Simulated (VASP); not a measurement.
A run of VASP 6.6.1 is set up as follows.

INCAR

```
SYSTEM = GaSb
PREC = Accurate
ENCUT = 500
EDIFF = 1E-7
ISMEAR = 0
SIGMA = 0.01
LREAL = .False.
LASPH = .True.
NELM = 120
ALGO = Normal
ISIF = 3
LWAVE = .False.
LCHARG = .False.
GGA = PE
IBRION = 2
NSW = 50
EDIFFG = -0.01
PSTRESS = 100.0
GGA_COMPAT = .False.
NELMIN = 4
```

KPOINTS

```
Automatic mesh
0
Gamma
  6 6 6
  0 0 0
```

POSCAR

```
GaSb
1.0
    0.0000000000      3.0590000000      3.0590000000
    3.0590000000      0.0000000000      3.0590000000
    3.0590000000      3.0590000000      0.0000000000
Ga Sb
1 1
Direct
    0.0000000000      0.0000000000      0.0000000000
    0.2500000000      0.2500000000      0.2500000000
```

Potentials or basis: VASP PAW PBE potentials, release 64 (Ga_d, Sb).

Command:

```bash
$ cat potpaw_PBE.64/Ga_d/POTCAR potpaw_PBE.64/Sb/POTCAR > POTCAR
$ mpirun -np 1 vasp_std > vasp.out
```

Problem. Estimate the band gap on the k mesh.

Solution. 0.64 eV, indirect (least direct gap 0.83 eV).

Problem. Estimate the space group after relaxing (to 0.05 Å).

Solution. F-43m (No. 216).

Problem. Predict the relaxed volume.

Solution. 25.72 Å³/atom.

Problem. Predict the relaxed cell.

Solution. a = 4.174 Å, b = 4.174 Å, c = 4.174 Å, α = 60.00°, β = 60.00°, γ = 60.00°.

Final structure:
```yaml
crystal:
  lattice:
    - [0.00000, 2.95164, 2.95164]
    - [2.95164, 0.00000, 2.95164]
    - [2.95164, 2.95164, 0.00000]
  atoms:
    - { symbol: Ga, position: [0.00000, 0.00000, 0.00000] }
    - { symbol: Sb, position: [0.25000, 0.25000, 0.25000] }
```

Caveat: the cell is relaxed towards a set pressure, so the enthalpy falls and the energy may rise; spin-orbit coupling is left out, which moves the levels of the heavy elements. As with any semilocal functional, this PBE gap is likely too small.
